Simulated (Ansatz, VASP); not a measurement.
**Mo in VASP and in Ansatz**

```
Mo
1.0
    -1.57365    1.57365    1.57365
     1.57365   -1.57365    1.57365
     1.57365    1.57365   -1.57365
Mo
1
Direct
  0.00000 0.00000 0.00000
```

Alike in both runs: task relaxation of cell and atoms; functional r2SCAN; k mesh 14 × 14 × 14; occupations fermi-dirac, width 0.1 eV; no spin polarisation.

|  | VASP | Ansatz |
| --- | --- | --- |
| version | VASP 6.6.1 | Ansatz 0.2.0 |
| potentials or method | VASP PAW PBE potentials, release 64 (Mo_sv), cutoff 600 eV | plane waves (500 eV) with PAW, scalar-relativistic |
| valence electrons in the cell | 14 | 14 |

VASP gave:

| Property | Result |
| --- | --- |
| relaxed volume (Å³/atom) | 15.73 |
| relaxed cell length with the largest relative difference (Å) | 2.734 |

Question: Estimate Ansatz's values.

Answer: Relaxed volume (Å³/atom): 15.67; relaxed cell length with the largest relative difference (Å): 2.730.

VASP's potentials were made for PBE, not for r2SCAN.
